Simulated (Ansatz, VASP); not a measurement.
## Two plane-wave programs on Si4C

```
CELL_PARAMETERS angstrom
2.62540 1.51577 2.75880
-2.62540 1.51577 2.75880
0.00000 -3.03155 2.75880
ATOMIC_POSITIONS crystal
Si 0.50000 0.50000 0.50000
Si 0.00000 0.00000 0.50000
Si 0.50000 0.00000 0.00000
Si 0.00000 0.50000 0.00000
C 0.00000 0.00000 0.00000
```

Alike in both runs: functional PBE; k mesh 6 × 6 × 6; occupations gaussian, width 0.1 eV; no spin polarisation.

Ansatz relaxed the structure, and its values are those at the end. VASP's run is a single point on that final structure, the one shown.

|  | VASP | Ansatz |
| --- | --- | --- |
| version | VASP 6.6.1 | Ansatz 0.2.0 |
| potentials or method | VASP PAW PBE potentials, release 64 (Si, C), cutoff 520 eV | scalar-relativistic, plane waves, PAW |
| valence electrons in the cell | 20 | 20 |

```tsv
	VASP	Ansatz	Ansatz less VASP
gap on the k mesh at the Fermi level (eV)	none	none	-
pressure (GPa)	-0.3	-0.3	-0.01
```

A gap of «none» marks a metal or a gap that the smearing closes. With one functional, cell and mesh, what is left measures potentials, basis and numerics.
